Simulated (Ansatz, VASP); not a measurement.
# One calculation of SiC, two programs

The input INCAR:

```
SYSTEM = SiC
PREC = Accurate
ENCUT = 600
EDIFF = 1E-6
ISMEAR = 0
SIGMA = 0.01
LREAL = .FALSE.
LASPH = .TRUE.
NELM = 120
ALGO = Normal
ISIF = 2
LWAVE = .FALSE.
LCHARG = .TRUE.
GGA = PE
LELF = .TRUE.
LVHAR = .TRUE.
NBANDS = 11
GGA_COMPAT = .FALSE.
```

Contents of KPOINTS:

```
regular mesh
0
G
  10 10 10
  0 0 0
```

File POSCAR:

```
SiC
1.0
    0.0000000000      2.1780496646      2.1780496646
    2.1780496646      0.0000000000      2.1780496646
    2.1780496646      2.1780496646      0.0000000000
Si C
1 1
Direct
    0.0000000000      0.0000000000      0.0000000000
    0.2500000000      0.2500000000      0.2500000000
```

Input for Ansatz:

```yaml
crystal:
  lattice:
    - [0.0, 2.1780496646, 2.1780496646]
    - [2.1780496646, 0.0, 2.1780496646]
    - [2.1780496646, 2.1780496646, 0.0]
  atoms:
    - { symbol: Si, position: [0.0, 0.0, 0.0] }
    - { symbol: C, position: [0.25, 0.25, 0.25] }
kpoints:
  mp_grid: { grid: [10, 10, 10] }
  band_path:
    path:
      - [0.0, 0.0, 0.0]
      - [-0.5, -0.5, 0.0]
      - [-0.375, -0.375, 0.25]
      - [-0.375, 0.0, 0.375]
      - [0.0, 0.0, 0.5]
      - [-0.5, -0.25, 0.25]
      - [0.0, 0.5, 0.5]
    npoints: 1
hamiltonian:
  xc: pbe
scf:
  occupations: { method: fixed }
  n_extra_bands: 4
output:
  forces: true
  stress: true
  eigenvalues: true
```

Alike in both runs: task single point; functional PBE; k mesh 10 × 10 × 10; no spin polarisation.

|  | VASP | Ansatz |
| --- | --- | --- |
| version | VASP 6.6.1 | Ansatz 0.2.0 |
| potentials or method | VASP PAW PBE potentials, release 64 (Si, C) | plane waves, PAW |
| plane-wave cutoff (eV) | 600 | 420 |
| occupations | gaussian, width 0.01 eV | fixed |
| valence electrons in the cell | 8 | 8 |

|  | VASP | Ansatz | Ansatz less VASP |
| --- | --- | --- | --- |
| gap on the k mesh at the Fermi level (eV) | 1.36 | 1.36 | +0.002 |
| pressure (GPa) | 3.4 | 3.6 | +0.20 |
